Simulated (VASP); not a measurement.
# Sn (Fd-3m) in VASP: single point with PBEsol

Aim: the single point of Sn with PBEsol.

Everything below comes from runs of VASP 6.6.1. Logs are shortened: lines on timing, memory, paths and dates and some standing lists are left out, and cuts for length are marked.

## (1) The cell of the first run

It takes space group Fd-3m (No. 227, cubic). The conventional cell has a = 6.751 Å, b = 6.751 Å, c = 6.751 Å, α = 90.00°, β = 90.00°, γ = 90.00°. Sn (site symmetry -43m) has 4 Sn at 2.92 Å within 3.9 Å.

This isn't the form of Sn at room conditions, which is tetragonal (white tin).

## (2) Single point, PBEsol (38.47 Å³/atom)

INCAR

```
ALGO     = Fast           # electronic algorithm
EDIFF    = 1E-6           # SCF threshold, eV
ENCUT    = 520            # plane-wave cutoff, eV
GGA      = PS             # functional
ISIF     = 2              # what is computed and relaxed
ISMEAR   = 0              # smearing method
LASPH    = T              # aspherical terms in the spheres
LCHARG   = F              # write CHGCAR
LREAL    = F              # projectors in reciprocal space
LWAVE    = F              # write WAVECAR
NBANDS   = 21             # bands
NELM     = 80             # most SCF steps
PREC     = Accurate       # precision mode
SIGMA    = 0.1            # smearing width, eV
```

KPOINTS

```
k-points
0
Gamma
  12 12 12
```

POSCAR

```
Sn
1.0
    0.0000000000      3.3757325825      3.3757325825
    3.3757325825      0.0000000000      3.3757325825
    3.3757325825      3.3757325825      0.0000000000
Sn
2
Direct
    0.0000000000      0.0000000000      0.0000000000
    0.2500000000      0.2500000000      0.2500000000
```

Potentials or basis: VASP PAW PBE potentials, release 64 (Sn_d).

Launch:

```
$ cat potpaw_PBE.64/Sn_d/POTCAR > POTCAR
$ mpirun -np 1 vasp_std > vasp.out
```

OUTCAR:

```text
EDIFF = 1E-6
   ENCUT = 520
   GGA = PS
   ISIF = 2
   ISMEAR = 0
   LASPH = T
   LREAL = F
   NELM = 80
   PREC = Accurate

 ion  position               nearest neighbor table
   1  0.000  0.000  0.000-   2 2.92   2 2.92   2 2.92   2 2.92
   2  0.250  0.250  0.250-   1 2.92   1 2.92   1 2.92   1 2.92

  LATTYP: Found a face centered cubic cell.
 ALAT       =     6.7514651650

  Lattice vectors:

 A1 = (   0.0000000000,   3.3757325825,   3.3757325825)
 A2 = (   3.3757325825,   0.0000000000,   3.3757325825)
 A3 = (   3.3757325825,   3.3757325825,   0.0000000000)

Analysis of symmetry for initial positions (statically):
=====================================================================
 Subroutine PRICEL returns:
 Original cell was already a primitive cell.

 Routine SETGRP: Setting up the symmetry group for a
 face centered cubic supercell.

 Subroutine GETGRP returns: Found 48 space group operations
 (whereof 24 operations were pure point group operations)
 out of a pool of 48 trial point group operations.

The static configuration has the point symmetry T_d .
 The point group associated with its full space group is O_h .

Analysis of symmetry for dynamics (positions and initial velocities):
=====================================================================
 Subroutine PRICEL returns:
 Original cell was already a primitive cell.

 Routine SETGRP: Setting up the symmetry group for a
 face centered cubic supercell.

 Subroutine GETGRP returns: Found 48 space group operations
 (whereof 24 operations were pure point group operations)
 out of a pool of 48 trial point group operations.

The dynamic configuration has the point symmetry T_d .
 The point group associated with its full space group is O_h .

 Subroutine INISYM returns: Found 48 space group operations
 (whereof 24 operations are pure point group operations),
 and found     1 'primitive' translations

----------------------------------------------------------------------------------------

                                     Primitive cell

  volume of cell :      76.9368

  direct lattice vectors                    reciprocal lattice vectors
     0.000000000  3.375732582  3.375732582    -0.148115998  0.148115998  0.148115998
     3.375732582  0.000000000  3.375732582     0.148115998 -0.148115998  0.148115998
     3.375732582  3.375732582  0.000000000     0.148115998  0.148115998 -0.148115998

  length of vectors
     4.774006801  4.774006801  4.774006801     0.256544434  0.256544434  0.256544434

  position of ions in fractional coordinates (direct lattice)
     0.000000000  0.000000000  0.000000000
     0.250000000  0.250000000  0.250000000

  ion indices of the primitive-cell ions
   primitive index   ion index
                 1           1
                 2           2

----------------------------------------------------------------------------------------

 KPOINTS: k-points

Automatic generation of k-mesh.
 Grid dimensions read from file:
 generate k-points for:   12   12   12

 Generating k-lattice:

  Cartesian coordinates                     Fractional coordinates (reciprocal lattice)
    -0.012343000  0.012343000  0.012343000     0.083333333  0.000000000  0.000000000
     0.012343000 -0.012343000  0.012343000     0.000000000  0.083333333  0.000000000
     0.012343000  0.012343000 -0.012343000     0.000000000  0.000000000  0.083333333

  Length of vectors
     0.021378703  0.021378703  0.021378703

  Shift w.r.t. Gamma in fractional coordinates (k-lattice)
     0.000000000  0.000000000  0.000000000

 Subroutine IBZKPT returns following result:
 ===========================================

 Found     72 irreducible k-points:

 Following reciprocal coordinates:
            Coordinates               Weight
  0.000000  0.000000  0.000000      1.000000
  0.083333  0.000000  0.000000      8.000000
  0.166667  0.000000  0.000000      8.000000
  0.250000  0.000000  0.000000      8.000000
  0.333333  0.000000  0.000000      8.000000
  0.416667  0.000000  0.000000      8.000000
[... 16 lines left out ...]
  0.500000  0.166667  0.000000     24.000000
 -0.416667  0.166667  0.000000     24.000000
 [... further k-points ...]
   k-points           NKPTS =     72   k-points in BZ     NKDIM =     72   number of bands    NBANDS=     21
   number of dos      NEDOS =    301   number of ions     NIONS =      2
   total plane-waves  NPLWV =  46656
   dimension x,y,z NGX =    36 NGY =   36 NGZ =   36
   dimension x,y,z NGXF=    72 NGYF=   72 NGZF=   72
   ions per type =               2
   NGX,Y,Z   is equivalent  to a cutoff of  12.54, 12.54, 12.54 a.u.
   NGXF,Y,Z  is equivalent  to a cutoff of  25.07, 25.07, 25.07 a.u.
 SYSTEM =  unknown system
   PREC   = accura    normal or accurate (medium, high low for compatibility)
   ISTART =      0    job   : 0-new  1-cont  2-samecut
   ICHARG =      2    charge: 1-file 2-atom 10-const
   ISPIN  =      1    spin polarized calculation?
   LNONCOLLINEAR =      F non collinear calculations
   LSORBIT =      F    spin-orbit coupling
   LASPH  =      T    aspherical Exc in radial PAW
   ENCUT  =  520.0 eV  38.22 Ry    6.18 a.u.   8.88  8.88  8.88*2*pi/ulx,y,z
   NELM   =     80;   NELMIN=  2; NELMDL= -5     # of ELM steps
   EDIFF  = 0.1E-05   stopping-criterion for ELM
   LREAL  =      F    real-space projection
   EDIFFG = 0.1E-04   stopping-criterion for IOM
   NSW    =      0    number of steps for IOM
   IBRION =     -1    ionic relax: 0-MD 1-quasi-New 2-CG
   NFREE  =      0    steps in history (QN), initial steepest desc. (CG)
   ISIF   =      2    stress and relaxation
   ISYM   =      2    0-nonsym 1-usesym 2-fastsym
   POTIM  = 0.5000    time-step for ionic-motion
   TEBEG  =    0.0;   TEEND  =   0.0 temperature during run
   PSTRESS=    0.0 pullay stress
   NELECT =      28.0000    total number of electrons
   NUPDOWN=      -1.0000    fix difference up-down
   EMIN   =  10.00;   EMAX   =-10.00  energy-range for DOS
   EFERMI =   0.00;   METHOD = LEGACY
   ISMEAR =     0;   SIGMA  =   0.10  broadening in eV -4-tet -1-fermi 0-gaus
   EFERMI_NEDOS =   21; number of points for ismear=-14 and -15
   IALGO  =     68    algorithm
   IMIX   =      4    mixing-type and parameters
     AMIX     =   0.40;   BMIX     =  1.00
     AMIX_MAG =   1.60;   BMIX_MAG =  1.00
  volume/ion in A,a.u.               =      38.47       259.60
  Fermi-wavevector in a.u.,A,eV,Ry     =   1.168825  2.208759 18.587623  1.366152
  Thomas-Fermi vector in A             =   2.305306
   LORBIT       =      0    0 simple, 1 ext, 2 COOP (PROOUT), +10 PAW based schemes
   GGA     = PS    functional components
   LHFCALC =     F    Hartree Fock is set to
   AEXX    =    0.0000 exact exchange contribution
   IVDW    =     0    specifies the selected vdW correction
   LEPSILON=     F    determine dielectric tensor
   LRPA    =     F    only Hartree local field effects (RPA)
 non-spin polarized calculation
 RMM-DIIS sequential band-by-band and
 Gauss-broadening in eV      SIGMA  =   0.10
  energy-cutoff  :      520.00
  volume of cell :       76.94
 maximum number of plane-waves:      2120
   NGX = 17   NGY = 17   NGZ = 17

 number of electron      28.0000014 magnetization

 Free energy of the ion-electron system (eV)
  ---------------------------------------------------
  ext. energy  EPLUGINS =         0.00000000
  ---------------------------------------------------
  free energy    TOTEN  =        -8.39031257 eV

  energy without entropy =       -8.38911793  energy(sigma->0) =       -8.38971525

 E-fermi :   4.2659     XC(G=0):  -8.5586

 val. band max:        4.2144804275   @ k =   0.3333   0.0000   0.0000
 cond. band min:       4.2737389235   @ k =  -0.0833   0.0833   0.0000
 fundamental gap:      0.0592584960
 Fermi energy:         4.2659219992

 k-point     1 :       0.0000    0.0000    0.0000
  band No.  band energies     occupation
      1     -17.0935      2.00000
      2     -17.0935      2.00000
      3     -17.0935      2.00000
      4     -17.0478      2.00000
      5     -17.0478      2.00000
      6     -16.8227      2.00000
[... 13 lines left out ...]
     20      12.0017      0.00000
     21      12.0018      0.00000

 k-point     2 :       0.0833    0.0000    0.0000
  band No.  band energies     occupation
      1     -17.0973      2.00000
      2     -17.0973      2.00000
      3     -17.0921      2.00000
      4     -17.0426      2.00000
      5     -17.0426      2.00000
      6     -16.8352      2.00000
[... 13 lines left out ...]
     20      11.4947      0.00000
     21      11.4947      0.00000

 k-point     3 :       0.1667    0.0000    0.0000
  band No.  band energies     occupation
      1     -17.1049      2.00000
      2     -17.1049      2.00000
      3     -17.0884      2.00000
      4     -17.0313      2.00000
      5     -17.0313      2.00000
      6     -16.8477      2.00000
[... 13 lines left out ...]
     20      11.0821      0.00000
     21      11.0821      0.00000

 k-point     4 :       0.2500    0.0000    0.0000
  band No.  band energies     occupation
      1     -17.1118      2.00000
      2     -17.1118      2.00000
      3     -17.0831      2.00000
      4     -17.0197      2.00000
      5     -17.0197      2.00000
      6     -16.8583      2.00000
[... 13 lines left out ...]
     20      11.0353      0.00000
     21      11.0353      0.00000

 k-point     5 :       0.3333    0.0000    0.0000
  band No.  band energies     occupation
      1     -17.1166      2.00000
      2     -17.1166      2.00000
      3     -17.0777      2.00000
      4     -17.0108      2.00000
      5     -17.0108      2.00000
      6     -16.8659      2.00000
[... 13 lines left out ...]
     20      11.4152      0.00000
     21      11.4152      0.00000
[... 382 lines left out ...]
     20      11.6473      0.00000
     21      12.3588      0.00000

 k-point    22 :       0.4167    0.1667    0.0000
  band No.  band energies     occupation
      1     -17.1317      2.00000
      2     -17.1204      2.00000
      3     -17.0644      2.00000
      4     -17.0008      2.00000
      5     -16.9807      2.00000
      6     -16.9095      2.00000
[... 13 lines left out ...]
     20      11.9681      0.00000
     21      12.8364      0.00000

 k-point    23 :       0.5000    0.1667    0.0000
  band No.  band energies     occupation
      1     -17.1362      2.00000
      2     -17.1239      2.00000
      3     -17.0530      2.00000
      4     -16.9916      2.00000
      5     -16.9833      2.00000
      6     -16.9038      2.00000
[... 13 lines left out ...]
     20      12.3864      0.00000
     21      12.8064      0.00000

 k-point    24 :      -0.4167    0.1667    0.0000
  band No.  band energies     occupation
      1     -17.1368      2.00000
      2     -17.1258      2.00000
      3     -17.0477      2.00000
      4     -16.9920      2.00000
      5     -16.9854      2.00000
      6     -16.8905      2.00000
[... 13 lines left out ...]
     20      11.8547      0.00000
     21      11.9959      0.00000

 [... further k-points ...]

------------------------ aborting loop because EDIFF is reached ----------------------------------------

  FORCE on cell =-STRESS in cart. coord.  units (eV):
  Direction    XX          YY          ZZ          XY          YZ          ZX
  --------------------------------------------------------------------------------------
  -------------------------------------------------------------------------------------
  Total       -1.5533291     -1.5533291     -1.5533291      0.0000000      0.0000000     -0.0000000
  in kB      -32.3474430    -32.3474430    -32.3474430      0.0000000      0.0000000     -0.0000000
  external PRESSURE =     -32.3474430 kB  Pullay stress =       0.0000000 kB

 VOLUME and BASIS-vectors are now :
 -----------------------------------------------------------------------------
  energy-cutoff  :      520.00
  volume of cell :       76.94
      direct lattice vectors                 reciprocal lattice vectors
     0.000000000  3.375732582  3.375732582    -0.148115998  0.148115998  0.148115998
     3.375732582  0.000000000  3.375732582     0.148115998 -0.148115998  0.148115998
     3.375732582  3.375732582  0.000000000     0.148115998  0.148115998 -0.148115998

 POSITION                                       TOTAL-FORCE (eV/Angst)
 -----------------------------------------------------------------------------------
      0.00000      0.00000      0.00000         0.000000      0.000000     -0.000000
      1.68787      1.68787      1.68787        -0.000000     -0.000000      0.000000
 -----------------------------------------------------------------------------------
    total drift:                                0.000000      0.000000      0.000000

  FREE ENERGIE OF THE ION-ELECTRON SYSTEM (eV)
  ---------------------------------------------------
  free  energy   TOTEN  =        -8.3903125664 eV

  energy  without entropy=       -8.3891179274  energy(sigma->0) =       -8.38971525
```

Run time: 2.8 min. Hardware: 1 thread of Intel Xeon 8259CL, shared host; peak memory 0.26 GiB.

What came out:

```yaml
Free_energy: -8.3903 eV
Pressure: -3.2 GPa
Band_gap_on_the_k_mesh: zero (bands 14 and 15 overlap by 0.35 eV)
```

Levels at points of the mesh, in eV from the Fermi level:
| k point | band 10 | band 11 | band 12 | band 13 | band 14 | band 15 | band 16 | band 17 | band 18 | band 19 |
| --- | --- | --- | --- | --- | --- | --- | --- | --- | --- | --- |
| (0.00, 0.00, 0.00) | -21.09 | -9.84 | -1.43 | 0.14 | 0.14 | 0.14 | 2.17 | 2.17 | 2.17 | 4.81 |
| (0.50, 0.00, 0.00) | -21.05 | -8.44 | -5.89 | -0.90 | -0.90 | -0.22 | 3.20 | 3.20 | 5.62 | 7.83 |
| (0.50, 0.50, 0.00) | -21.03 | -7.12 | -7.12 | -2.06 | -2.06 | 0.92 | 0.92 | 7.02 | 7.02 | 8.45 |

Caveat: the cell stands under tension; the PAW data sets were made with another functional, which shifts forces and pressure a little; spin-orbit coupling is left out, which moves the levels of the heavy elements.

The gap in the log of VASP goes by the Fermi energy; the results here count the filled bands.